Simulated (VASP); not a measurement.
Crystal: Al.

```
Al
1.0
     2.81246    0.00000    0.00000
    -1.40623    2.43566    0.00000
     0.00000    0.00000    4.86685
Al
2
Direct
  0.66667 0.33333 0.75000
  0.33333 0.66667 0.25000
```

Base run:

* Program: VASP 6.6.1
* Functional: PBE
* Potentials or basis: VASP PAW PBE potentials, release 64 (Al)
* Cutoff: 500 eV
* k mesh: 9 × 9 × 6
* Occupations: gaussian, width 0.1 eV
* Spin: no spin polarisation

Its results: band gap on the k mesh zero (band 3 reaches 11.21 eV, above the bottom of band 4 at 5.03 eV); pressure 0.1 GPa.

Task: The run is repeated on the same cell with these changes: k mesh from 9 × 9 × 6 to 6 × 6 × 3. What comes out?

Result: Band gap on the k mesh zero (band 3 reaches 9.33 eV, above the bottom of band 4 at 5.68 eV); pressure 1.9 GPa.

Caveats: some runs use coarse meshes.
